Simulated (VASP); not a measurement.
# SnO2 (I4_1/amd) in VASP: a series of runs

SnO2 is run at these levels: PBEsol; tasks: single point.

All numbers are computed with VASP 6.6.1; they aren't measurements. Logs are shortened: lines on timing, memory, paths and dates and some standing lists are left out, and cuts for length are marked.

## Step 1: The cell of the first run

The structure is tetragonal, space group I4_1/amd (No. 141). Conventional cell: a = 3.833 Å, b = 3.833 Å, c = 9.820 Å, α = 90.00°, β = 90.00°, γ = 90.00°. Within 2.6 Å of Sn (site symmetry -4m2) lie 6 O at 1.97 to 2.00 Å. Within 2.6 Å of O (site symmetry 2mm) lie 3 Sn at 1.97 to 2.00 Å and 2 O at 2.46 Å.

## Step 2: Single point, PBEsol

INCAR

```
PREC = Accurate
ENCUT = 520
EDIFF = 1E-6
ISMEAR = 0
SIGMA = 0.01
LREAL = F
LASPH = T
NELM = 100
ALGO = Normal
ISIF = 2
LWAVE = F
LCHARG = T
GGA = PS
LELF = T
LVHAR = T
NBANDS = 35
```

KPOINTS

```
regular mesh
0
Gamma
  8 8 8
```

POSCAR

```
SnO2
1.0
   -1.9166340644      1.9166340644      4.9099394604
    1.9166340644     -1.9166340644      4.9099394604
    1.9166340644      1.9166340644     -4.9099394604
Sn O
2 4
Direct
    0.7500000000      0.2500000000      0.5000000000
    0.0000000000      0.0000000000      0.0000000000
    0.7965230000      0.7965230000      0.0000000000
    0.9534770000      0.4534770000      0.5000000000
    0.2034770000      0.2034770000      0.0000000000
    0.5465230000      0.0465230000      0.5000000000
```

Potentials or basis: VASP PAW PBE potentials, release 64 (Sn_d, O).

Started as:

```bash
$ cat potpaw_PBE.64/Sn_d/POTCAR potpaw_PBE.64/O/POTCAR > POTCAR
$ mpirun -np 1 vasp_std > vasp.out
```

OUTCAR:

```text
PREC = Accurate
   ENCUT = 520
   EDIFF = 1E-6
   ISMEAR = 0
   LREAL = F
   LASPH = T
   NELM = 100
   ISIF = 2
   GGA = PS

 ion  position               nearest neighbor table
   1  0.750  0.250  0.500-   5 1.97   3 1.97   3 1.97   5 1.97   4 2.00   6 2.00   2 3.11   2 3.11
                             2 3.11   2 3.11
   2  0.000  0.000  0.000-   4 1.97   6 1.97   6 1.97   4 1.97   3 2.00   5 2.00   1 3.11   1 3.11
                             1 3.11   1 3.11
   3  0.797  0.797  0.000-   1 1.97   1 1.97   2 2.00
   4  0.953  0.453  0.500-   2 1.97   2 1.97   1 2.00
   5  0.203  0.203  0.000-   1 1.97   1 1.97   2 2.00
   6  0.547  0.047  0.500-   2 1.97   2 1.97   1 2.00

  LATTYP: Found a body centered tetragonal cell.
 ALAT       =     3.8332681288
 C/A-ratio  =     2.5617511196

  Lattice vectors:

 A1 = (  -1.9166340644,   1.9166340644,   4.9099394604)
 A2 = (   1.9166340644,  -1.9166340644,   4.9099394604)
 A3 = (   1.9166340644,   1.9166340644,  -4.9099394604)

Analysis of symmetry for initial positions (statically):
=====================================================================
 Subroutine PRICEL returns:
 Original cell was already a primitive cell.

 Routine SETGRP: Setting up the symmetry group for a
 body centered tetragonal supercell.

 Subroutine GETGRP returns: Found 16 space group operations
 (whereof  8 operations were pure point group operations)
 out of a pool of 16 trial point group operations.

The static configuration has the point symmetry D_2d.
 The point group associated with its full space group is D_4h.

Analysis of symmetry for dynamics (positions and initial velocities):
=====================================================================
 Subroutine PRICEL returns:
 Original cell was already a primitive cell.

 Routine SETGRP: Setting up the symmetry group for a
 body centered tetragonal supercell.

 Subroutine GETGRP returns: Found 16 space group operations
 (whereof  8 operations were pure point group operations)
 out of a pool of 16 trial point group operations.

The dynamic configuration has the point symmetry D_2d.
 The point group associated with its full space group is D_4h.

 Subroutine INISYM returns: Found 16 space group operations
 (whereof  8 operations are pure point group operations),
 and found     1 'primitive' translations

----------------------------------------------------------------------------------------

                                     Primitive cell

  volume of cell :      72.1464

  direct lattice vectors                    reciprocal lattice vectors
    -1.916634064  1.916634064  4.909939460     0.000000000  0.260874003  0.101834249
     1.916634064 -1.916634064  4.909939460     0.260874003  0.000000000  0.101834249
     1.916634064  1.916634064 -4.909939460     0.260874003  0.260874003  0.000000000

  length of vectors
     5.608429172  5.608429172  5.608429172     0.280045460  0.280045460  0.368931553

  position of ions in fractional coordinates (direct lattice)
     0.750000000  0.250000000  0.500000000
     0.000000000  0.000000000  0.000000000
     0.796523000  0.796523000  0.000000000
     0.953477000  0.453477000  0.500000000
     0.203477000  0.203477000  0.000000000
     0.546523000  0.046523000  0.500000000

  ion indices of the primitive-cell ions
   primitive index   ion index
                 1           1
                 2           2
                 3           3
                 4           4
                 5           5
                 6           6

----------------------------------------------------------------------------------------

 KPOINTS: regular mesh

Automatic generation of k-mesh.
 Grid dimensions read from file:
 generate k-points for:    8    8    8

 Generating k-lattice:

  Cartesian coordinates                     Fractional coordinates (reciprocal lattice)
     0.000000000  0.032609250  0.012729281     0.125000000  0.000000000  0.000000000
     0.032609250  0.000000000  0.012729281     0.000000000  0.125000000  0.000000000
     0.032609250  0.032609250  0.000000000     0.000000000  0.000000000  0.125000000

  Length of vectors
     0.035005682  0.035005682  0.046116444

  Shift w.r.t. Gamma in fractional coordinates (k-lattice)
     0.000000000  0.000000000  0.000000000

 Subroutine IBZKPT returns following result:
 ===========================================

 Found     59 irreducible k-points:

 Following reciprocal coordinates:
            Coordinates               Weight
  0.000000  0.000000  0.000000      1.000000
  0.125000 -0.000000  0.000000      8.000000
  0.250000 -0.000000  0.000000      8.000000
  0.375000 -0.000000  0.000000      8.000000
  0.500000 -0.000000  0.000000      4.000000
  0.125000  0.125000  0.000000      8.000000
[... 16 lines left out ...]
  0.250000  0.125000  0.125000     16.000000
  0.375000  0.125000  0.125000      8.000000
 [... further k-points ...]
   k-points           NKPTS =     59   k-points in BZ     NKDIM =     59   number of bands    NBANDS=     35
   number of dos      NEDOS =    301   number of ions     NIONS =      6
   total plane-waves  NPLWV =  74088
   dimension x,y,z NGX =    42 NGY =   42 NGZ =   42
   dimension x,y,z NGXF=    84 NGYF=   84 NGZF=   84
   ions per type =               2   4
   NGX,Y,Z   is equivalent  to a cutoff of  12.45, 12.45, 12.45 a.u.
   NGXF,Y,Z  is equivalent  to a cutoff of  24.90, 24.90, 24.90 a.u.
 SYSTEM =  unknown system
   PREC   = accura    normal or accurate (medium, high low for compatibility)
   ISTART =      0    job   : 0-new  1-cont  2-samecut
   ICHARG =      2    charge: 1-file 2-atom 10-const
   ISPIN  =      1    spin polarized calculation?
   LNONCOLLINEAR =      F non collinear calculations
   LSORBIT =      F    spin-orbit coupling
   LASPH  =      T    aspherical Exc in radial PAW
   ENCUT  =  520.0 eV  38.22 Ry    6.18 a.u.  10.43 10.43 10.43*2*pi/ulx,y,z
   NELM   =    100;   NELMIN=  2; NELMDL= -5     # of ELM steps
   EDIFF  = 0.1E-05   stopping-criterion for ELM
   LREAL  =      F    real-space projection
   EDIFFG = 0.1E-04   stopping-criterion for IOM
   NSW    =      0    number of steps for IOM
   IBRION =     -1    ionic relax: 0-MD 1-quasi-New 2-CG
   NFREE  =      0    steps in history (QN), initial steepest desc. (CG)
   ISIF   =      2    stress and relaxation
   ISYM   =      2    0-nonsym 1-usesym 2-fastsym
   POTIM  = 0.5000    time-step for ionic-motion
   TEBEG  =    0.0;   TEEND  =   0.0 temperature during run
   PSTRESS=    0.0 pullay stress
   NELECT =      52.0000    total number of electrons
   NUPDOWN=      -1.0000    fix difference up-down
   EMIN   =  10.00;   EMAX   =-10.00  energy-range for DOS
   EFERMI =   0.00;   METHOD = LEGACY
   ISMEAR =     0;   SIGMA  =   0.01  broadening in eV -4-tet -1-fermi 0-gaus
   EFERMI_NEDOS =   21; number of points for ismear=-14 and -15
   IALGO  =     38    algorithm
   IMIX   =      4    mixing-type and parameters
     AMIX     =   0.40;   BMIX     =  1.00
     AMIX_MAG =   1.60;   BMIX_MAG =  1.00
  volume/ion in A,a.u.               =      12.02        81.14
  Fermi-wavevector in a.u.,A,eV,Ry     =   1.467814  2.773767 29.313462  2.154479
  Thomas-Fermi vector in A             =   2.583387
   LORBIT       =      0    0 simple, 1 ext, 2 COOP (PROOUT), +10 PAW based schemes
   GGA     = PS    functional components
   LHFCALC =     F    Hartree Fock is set to
   AEXX    =    0.0000 exact exchange contribution
   IVDW    =     0    specifies the selected vdW correction
   LEPSILON=     F    determine dielectric tensor
   LRPA    =     F    only Hartree local field effects (RPA)
 non-spin polarized calculation
 Gauss-broadening in eV      SIGMA  =   0.01
  energy-cutoff  :      520.00
  volume of cell :       72.15
 maximum number of plane-waves:      1971
 NGX is ok and might be reduce to    42
   NGX = 21   NGY = 21   NGZ = 21

 number of electron      51.9999995 magnetization

 Free energy of the ion-electron system (eV)
  ---------------------------------------------------
  ext. energy  EPLUGINS =         0.00000000
  ---------------------------------------------------
  free energy    TOTEN  =       -38.28439158 eV

  energy without entropy =      -38.28439158  energy(sigma->0) =      -38.28439158

 E-fermi :   5.3777     XC(G=0): -11.2177

 val. band max:        5.2849628309   @ k =   0.2500   0.2500   0.2500
 cond. band min:       8.2514675553   @ k =   0.0000   0.0000   0.0000
 fundamental gap:      2.9665047244
 Fermi energy:         5.3777330854

 k-point     1 :       0.0000    0.0000    0.0000
  band No.  band energies     occupation
      1     -15.2165      2.00000
      2     -15.2088      2.00000
      3     -14.9558      2.00000
      4     -14.3075      2.00000
      5     -13.8700      2.00000
      6     -13.8700      2.00000
[... 27 lines left out ...]
     34      18.1455      0.00000
     35      18.7902      0.00000

 k-point     2 :       0.1250   -0.0000    0.0000
  band No.  band energies     occupation
      1     -15.2531      2.00000
      2     -15.0992      2.00000
      3     -14.9344      2.00000
      4     -14.2901      2.00000
      5     -13.8757      2.00000
      6     -13.8671      2.00000
[... 27 lines left out ...]
     34      17.9749      0.00000
     35      18.4864      0.00000

 k-point     3 :       0.2500   -0.0000    0.0000
  band No.  band energies     occupation
      1     -15.2465      2.00000
      2     -15.0164      2.00000
      3     -14.7915      2.00000
      4     -14.2521      2.00000
      5     -13.8886      2.00000
      6     -13.8628      2.00000
[... 27 lines left out ...]
     34      17.7979      0.00000
     35      17.9391      0.00000

 k-point     4 :       0.3750   -0.0000    0.0000
  band No.  band energies     occupation
      1     -15.2336      2.00000
      2     -14.9996      2.00000
      3     -14.5812      2.00000
      4     -14.2159      2.00000
      5     -13.9003      2.00000
      6     -13.8506      2.00000
[... 27 lines left out ...]
     34      18.1369      0.00000
     35      18.3839      0.00000

 k-point     5 :       0.5000   -0.0000    0.0000
  band No.  band energies     occupation
      1     -15.2290      2.00000
      2     -14.9962      2.00000
      3     -14.4899      2.00000
      4     -14.1998      2.00000
      5     -13.9049      2.00000
      6     -13.8362      2.00000
[... 638 lines left out ...]
 k-point    22 :       0.1250    0.1250    0.1250
  band No.  band energies     occupation
      1     -15.1015      2.00000
      2     -14.7694      2.00000
      3     -14.7543      2.00000
      4     -14.2859      2.00000
      5     -13.9261      2.00000
      6     -13.8135      2.00000
[... 27 lines left out ...]
     34      17.5320      0.00000
     35      17.7817      0.00000

 k-point    23 :       0.2500    0.1250    0.1250
  band No.  band energies     occupation
      1     -15.0495      2.00000
      2     -14.7891      2.00000
      3     -14.5244      2.00000
      4     -14.1801      2.00000
      5     -13.9653      2.00000
      6     -13.7821      2.00000
[... 27 lines left out ...]
     34      17.4346      0.00000
     35      18.2510      0.00000

 k-point    24 :       0.3750    0.1250    0.1250
  band No.  band energies     occupation
      1     -15.0307      2.00000
      2     -14.7974      2.00000
      3     -14.4214      2.00000
      4     -14.1290      2.00000
      5     -13.9853      2.00000
      6     -13.7598      2.00000
[... 27 lines left out ...]
     34      17.4338      0.00000
     35      19.3353      0.00000

 [... further k-points ...]

------------------------ aborting loop because EDIFF is reached ----------------------------------------

  FORCE on cell =-STRESS in cart. coord.  units (eV):
  Direction    XX          YY          ZZ          XY          YZ          ZX
  --------------------------------------------------------------------------------------
  -------------------------------------------------------------------------------------
  Total       13.8547637     13.8547637     15.8257685      0.0000000      0.0000000      0.0000000
  in kB      307.6770987    307.6770987    351.4478226      0.0000000      0.0000000      0.0000000
  external PRESSURE =     322.2673400 kB  Pullay stress =       0.0000000 kB

 VOLUME and BASIS-vectors are now :
 -----------------------------------------------------------------------------
  energy-cutoff  :      520.00
  volume of cell :       72.15
      direct lattice vectors                 reciprocal lattice vectors
    -1.916634064  1.916634064  4.909939460     0.000000000  0.260874003  0.101834249
     1.916634064 -1.916634064  4.909939460     0.260874003  0.000000000  0.101834249
     1.916634064  1.916634064 -4.909939460     0.260874003  0.260874003  0.000000000

 POSITION                                       TOTAL-FORCE (eV/Angst)
 -----------------------------------------------------------------------------------
      0.00000      1.91663      2.45497         0.000000      0.000000      0.000000
      0.00000      0.00000      0.00000         0.000000      0.000000      0.000000
      0.00000      0.00000      7.82176        -0.000000     -0.000000     -0.884997
      0.00000      1.91663      4.45309        -0.000000     -0.000000      0.884997
      0.00000      0.00000      1.99812         0.000000      0.000000      0.884997
     -0.00000      1.91663      0.45685        -0.000000     -0.000000     -0.884997
 -----------------------------------------------------------------------------------
    total drift:                               -0.000000      0.000000      0.000000

  FREE ENERGIE OF THE ION-ELECTRON SYSTEM (eV)
  ---------------------------------------------------
  free  energy   TOTEN  =       -38.2843915786 eV

  energy  without entropy=      -38.2843915786  energy(sigma->0) =      -38.28439158
```

Wall time 5.7 min (1 thread of Intel Xeon 6975P-C (Granite Rapids), shared host); peak memory 0.32 GiB.

What came out:

```yaml
Free_energy: -38.2844 eV
Pressure: 32.2 GPa
Largest_force: 0.885 eV/Å
Band_gap_on_the_k_mesh: 2.97 eV (least direct gap 3.50 eV)
```

Forces on the atoms (eV/Å):
```
Sn   0.000  0.000  0.000
Sn   0.000  0.000  0.000
O    0.000  0.000 -0.885
O    0.000  0.000  0.885
O    0.000  0.000  0.885
O    0.000  0.000 -0.885
```

Levels at points of the mesh, in eV from the valence-band top:
| k point | band 24 | band 25 | band 26 | band 27 | band 28 | band 29 |
| --- | --- | --- | --- | --- | --- | --- |
| (0.00, 0.00, 0.00) | -0.75 | -0.53 | -0.53 | 2.97 | 7.05 | 9.85 |
| (0.50, 0.00, 0.00) | -0.90 | -0.61 | -0.26 | 6.40 | 7.57 | 8.69 |
| (0.50, 0.50, 0.00) | -0.73 | -0.04 | -0.04 | 8.44 | 8.44 | 8.83 |
| (0.50, 0.50, 0.50) | -1.18 | -0.39 | -0.39 | 5.74 | 5.74 | 7.91 |

Caveat: the cell stands under pressure; the PAW data sets were made with another functional, which shifts forces and pressure a little; spin-orbit coupling is left out, which moves the levels of the heavy elements. A k mesh can miss the band edges.

## Step 3: Single point, PBEsol

This run uses another cell than the first one, of 12.57 Å³/atom.

INCAR

```
SYSTEM = SnO2
PREC = Accurate ; ENCUT = 520
EDIFF = 1E-6 ; ISMEAR = 0
SIGMA = 0.01 ; LREAL = .FALSE.
LASPH = .TRUE. ; NELM = 60
ALGO = Normal ; ISIF = 2
LWAVE = .FALSE. ; LCHARG = .TRUE.
GGA = PS ; LELF = .TRUE.
LVHAR = .TRUE. ; NBANDS = 35
```

KPOINTS

```
regular mesh
0
G
  8 8 8
  0 0 0
```

Changes to POSCAR since step 2:

```diff
@@ -2,5 +2,5 @@
 1.0
-   -1.9166340644      1.9166340644      4.9099394604
-    1.9166340644     -1.9166340644      4.9099394604
-    1.9166340644      1.9166340644     -4.9099394604
+   -1.9452447611      1.9452447611      4.9832329445
+    1.9452447611     -1.9452447611      4.9832329445
+    1.9452447611      1.9452447611     -4.9832329445
 Sn O
```

Potentials or basis: VASP PAW PBE potentials, release 64 (Sn_d, O).

Started as:

```bash
$ cat potpaw_PBE.64/Sn_d/POTCAR potpaw_PBE.64/O/POTCAR > POTCAR
$ mpirun -np 1 vasp_std > vasp.out
```

Run time: 4.3 min. Hardware: 1 thread of Intel Xeon 6975P-C (Granite Rapids), shared host; peak memory 0.32 GiB.

Results (log left out):

```
Free energy            : -38.8137 eV
Pressure               : 19.5 GPa
Largest force          : 0.517 eV/Å
Band gap on the k mesh : 2.46 eV (least direct gap 2.94 eV)
```

Forces on the atoms (eV/Å):
```
Sn   0.000  0.000  0.000
Sn   0.000  0.000  0.000
O    0.000  0.000 -0.517
O    0.000  0.000  0.517
O    0.000  0.000  0.517
O    0.000  0.000 -0.517
```

Stress tensor (GPa, compression positive):
```
18.71  0.00  0.00
 0.00 18.71  0.00
 0.00  0.00 20.98
```

Levels at points of the mesh, in eV from the valence-band top:
```csv
k point,band 24,band 25,band 26,band 27,band 28,band 29
"(0.00, 0.00, 0.00)",-0.72,-0.47,-0.47,2.46,6.48,9.61
"(0.50, 0.00, 0.00)",-0.85,-0.61,-0.31,5.86,7.07,8.38
"(0.50, 0.50, 0.00)",-0.77,-0.05,-0.05,8.14,8.14,8.29
"(0.50, 0.50, 0.50)",-1.12,-0.35,-0.35,5.17,5.17,7.79
```

Caveat: the cell stands under pressure; the PAW data sets were made with another functional, which shifts forces and pressure a little; spin-orbit coupling is left out, which moves the levels of the heavy elements. A k mesh can miss the band edges.

(Part 1 of 2 ends here.)
